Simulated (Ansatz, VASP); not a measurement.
## Ir in VASP and in Ansatz

File INCAR:

```
SYSTEM = Ir
PREC = Accurate
ENCUT = 520
EDIFF = 1E-8
ISMEAR = -1
SIGMA = 0.05
LREAL = .FALSE.
LASPH = .TRUE.
NELM = 60
ALGO = Normal
ISIF = 2
LWAVE = .FALSE.
LCHARG = .FALSE.
GGA = PE
LEFG = .TRUE.
NBANDS = 10
```

KPOINTS

```
Automatic mesh
0
G
  15 15 15
  0 0 0
```

The input POSCAR:

```
Ir
1.0
    0.0000000000      1.9197000000      1.8813060000
    1.9197000000      0.0000000000      1.8813060000
    1.9197000000      1.9197000000      0.0000000000
Ir
1
Direct
    0.0000000000      0.0000000000      0.0000000000
```

Input for Ansatz:

```yaml
crystal:
  lattice:
    - [0.0, 1.9197, 1.881306]
    - [1.9197, 0.0, 1.881306]
    - [1.9197, 1.9197, 0.0]
  atoms:
    - { symbol: Ir, position: [0.0, 0.0, 0.0] }
kpoints:
  mp_grid: { grid: [15, 15, 15] }
scf:
  occupations: { method: fermi_dirac, width: 0.05 }
hamiltonian:
  xc: pbe
  pseudopotentials: { kind: paw }
output:
  forces: true
  stress: true
  eigenvalues: true
  efg: { contact_densities: true }
  write_density: true
  write_potential: true
  elf: true
  volumetric_format: npy
```

Change from the starting cell: zz strain of -2 %, PAW files.

Alike in both runs: task electric field gradients; functional PBE; k mesh 15 × 15 × 15; occupations fermi-dirac, width 0.05 eV; no spin polarisation.

|  | VASP | Ansatz |
| --- | --- | --- |
| version | VASP 6.6.1 | Ansatz 0.2.0 |
| potentials or method | VASP PAW PBE potentials, release 64 (Ir) | PAW with Ansatz's default frozen-core files, scalar-relativistic |
| plane-wave cutoff (eV) | 520 | 420 |
| valence electrons in the cell | 9 | 17 |

```tsv
	VASP	Ansatz	Ansatz less VASP
pressure (GPa)	18.1	17.4	-0.72
traceless stress, the component that is largest in VASP (GPa)	5.48	5.51	+0.024
size of Vzz on the site where it differs most (V/Å²)	15.2	16.0	+0.79
```

VASP's potentials hold 9 valence electrons a cell and Ansatz's 17, so a difference there can come from the potentials and not from the codes.

Spin-orbit coupling is off throughout.
